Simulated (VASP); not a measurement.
A run of VASP 6.6.1:

Contents of POSCAR:

```
Nb2H
1.0
    0.0000000000      3.0429440200      0.0000000000
    3.0429440200      0.0000000000      0.0000000000
    1.5214715100      1.5214715100     -3.7541855900
Nb H
2 1
Direct
    0.3333000000      0.3333000000      0.3334000000
    0.6667000000      0.6667000000      0.6666000000
    0.0000000000      0.0000000000      0.0000000000
```

File INCAR.step1:

```
SYSTEM = Nb2H
ALGO = Normal
EDIFF = 1E-6
ENCUT = 520
GGA = PS
ISIF = 2
ISMEAR = 0
LASPH = .True.
LCHARG = .True.
LMAXMIX = 4
LREAL = .False.
LWAVE = .False.
NBANDS = 20
NELM = 100
PREC = Accurate
SIGMA = 0.1548
```

File KPOINTS.step1:

```
k-points
0
Gamma
  12 12 12
  0 0 0
```

Contents of INCAR.step2:

```
SYSTEM = Nb2H
ALGO = Normal
EDIFF = 1E-6
ENCUT = 520
GGA = PS
ICHARG = 11
ISIF = 2
ISMEAR = -5
LASPH = .True.
LCHARG = .False.
LMAXMIX = 4
LORBIT = 11
LREAL = .False.
LWAVE = .False.
NEDOS = 1001
NELM = 100
PREC = Accurate
SIGMA = 0.1548
```

KPOINTS.step2

```
k-points
0
Gamma
  18 18 18
  0 0 0
```

Potentials or basis: VASP PAW PBE potentials, release 64 (Nb_sv, H).

Command:

```console
$ cat potpaw_PBE.64/Nb_sv/POTCAR potpaw_PBE.64/H/POTCAR > POTCAR
$ cp INCAR.step1 INCAR
$ cp KPOINTS.step1 KPOINTS
$ mpirun -np 1 vasp_std > vasp.out
$ cp INCAR.step2 INCAR
$ cp KPOINTS.step2 KPOINTS
$ mpirun -np 1 vasp_std > vasp.out
```

Hardware: 1 thread of Intel(R) Xeon(R) 6975P-C (Granite Rapids), on a shared host.

**Question.** How long does it take, and how much memory?

**Answer.** Wall time 100 s on 1 thread of Intel(R) Xeon(R) 6975P-C (Granite Rapids) (shared host), peak memory 0.39 GiB. Counts: k points 480.
